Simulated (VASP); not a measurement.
Here is a VASP 6.6.1 calculation.

INCAR

```
SYSTEM = SrB3Pt
PREC     = Accurate       ! precision mode
ENCUT    = 600            ! plane-wave cutoff, eV
EDIFF    = 1E-6           ! SCF threshold, eV
ISMEAR   = 0              ! smearing method
SIGMA    = 0.1            ! smearing width, eV
LREAL    = .False.        ! projectors in reciprocal space
LASPH    = .True.         ! aspherical terms in the spheres
NELM     = 100            ! most SCF steps
ALGO     = Normal         ! electronic algorithm
ISIF     = 3              ! what is computed and relaxed
LWAVE    = .False.        ! write WAVECAR
LCHARG   = .False.        ! write CHGCAR
GGA      = PE             ! functional
IBRION   = 2              ! ionic algorithm
NSW      = 100            ! ionic steps
EDIFFG   = -0.01          ! ionic threshold
```

Contents of KPOINTS:

```
regular mesh
0
Gamma
  10 10 10
  0 0 0
```

File POSCAR:

```
SrB3Pt
1.0
    4.2241904118      0.0000000000      0.0000000000
    0.0000000000      4.2241904118      0.0000000000
    0.0000000000      0.0000000000      4.2241904118
Sr B Pt
1 3 1
Direct
    0.0000000000      0.0000000000      0.0000000000
    0.0000000000      0.5000000000      0.5000000000
    0.5000000000      0.0000000000      0.5000000000
    0.5000000000      0.5000000000      0.0000000000
    0.5000000000      0.5000000000      0.5000000000
```

Potentials or basis: VASP PAW PBE potentials, release 64 (Sr_sv, B, Pt).

The run is started by

```console
$ cat potpaw_PBE.64/Sr_sv/POTCAR potpaw_PBE.64/B/POTCAR potpaw_PBE.64/Pt/POTCAR > POTCAR
$ mpirun -np 1 vasp_std > vasp.out
```

Q: What does it give for the space group after relaxing (to 0.1 Å)?

A: Pm-3m (No. 221).

Q: What does it give for the relaxed cell?

A: a = 4.235 Å, b = 4.235 Å, c = 4.235 Å, α = 90.00°, β = 90.00°, γ = 90.00°.

Q: What does it give for the band gap on the k mesh?

A: Zero (an odd number of electrons rules out a gap without spin polarisation).

Final structure:
```xyz
5
Lattice="4.2349 0.0000 0.0000 0.0000 4.2349 0.0000 0.0000 0.0000 4.2349" Properties=species:S:1:pos:R:3 pbc="T T T"
Sr    0.0000    0.0000    0.0000
B     0.0000    2.1175    2.1175
B     2.1175    0.0000    2.1175
B     2.1175    2.1175    0.0000
Pt    2.1175    2.1175    2.1175
```

Caveat: spin-orbit coupling is left out, which moves the levels of the heavy elements.
